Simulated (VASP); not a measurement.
Runs of VASP 6.6.1 on NiGe3. The structure is that of space group Pm-3m (No. 221), or close to it. The cells are those of the table. 

| task | level | spin | cell | k mesh | cutoff (eV) | gap on the mesh (eV) | pressure (GPa) | relaxed volume (Å³/atom) |
| --- | --- | --- | --- | --- | --- | --- | --- | --- |
| single point | r2SCAN | off | a = 3.963 Å, 4 atoms | 10 × 10 × 10 | 520 | none | 1.4 | - |
| single point | PBEsol | off | a = 3.963 Å, 4 atoms | 10 × 10 × 10 | 520 | none | 0.1 | - |
| single point | PBEsol | collinear, ferromagnetic start | a = 3.825 Å, 4 atoms | 6 × 6 × 6 | 520 | none | 13.9 | - |
| single point | PBEsol | off | a = 3.968 Å, 4 atoms | 6 × 6 × 6 | 520 | none | (a) | - |
| relaxation of cell and atoms | PBEsol | off | relaxed from a = 3.825 Å, 4 atoms | 6 × 6 × 6 | 600 | none | 0.0 | 15.66 |
| relaxation of cell and atoms | PBEsol | off | relaxed from a = 3.968 Å, 4 atoms | 10 × 10 × 10 | 600 | none | -0.1 | (b) |

Alike in all rows: potentials or basis VASP PAW PBE potentials, release 64 (Ge_d, Ni); smearing gaussian 0.1 eV.

**Question.** Fill in the values left out.

**Answer.** (a) 0.3; (b) 15.59.

Caveats: the PAW data sets were made with another functional, which shifts forces and pressure a little.

A k mesh can miss the band edges, and the runs leave out spin-orbit coupling on Ge.

A gap of «none» marks levels without a gap at the run's occupations.
